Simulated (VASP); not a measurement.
Fe3Ge:

```
CELL_PARAMETERS angstrom
3.66050 0.00000 0.00000
0.00000 3.66050 0.00000
0.00000 0.00000 3.66050
ATOMIC_POSITIONS crystal
Fe 0.00000 0.50000 0.50000
Fe 0.50000 0.50000 0.00000
Fe 0.50000 0.00000 0.50000
Ge 0.00000 0.00000 0.00000
```

Base run:

| Item | Value |
| --- | --- |
| Program | VASP 6.6.1 |
| Functional | PBEsol |
| Potentials or basis | VASP PAW PBE potentials, release 64 (Fe, Ge_d) |
| Cutoff | 600 eV |
| k mesh | 12 × 12 × 12 |
| Occupations | gaussian, width 0.1 eV |
| Spin | collinear spin, ferromagnetic start |
| Starting moments | [0.5, 0.5, 0.5, 0.0] μB |

Its results: pressure -11.2 GPa.

**Question.** The run is repeated on the same cell with these changes: spin from collinear spin, ferromagnetic start to no spin polarisation; further incar settings from ALGO = Normal; EDIFF = 1e-06; NBANDS = 31 to ALGO = Normal; EDIFF = 1e-06; NBANDS = 27. What comes out?

**Answer.** Pressure -24.5 GPa.

Caveats: the cell stands under tension; the PAW data sets were made with another functional, which shifts forces and pressure a little.
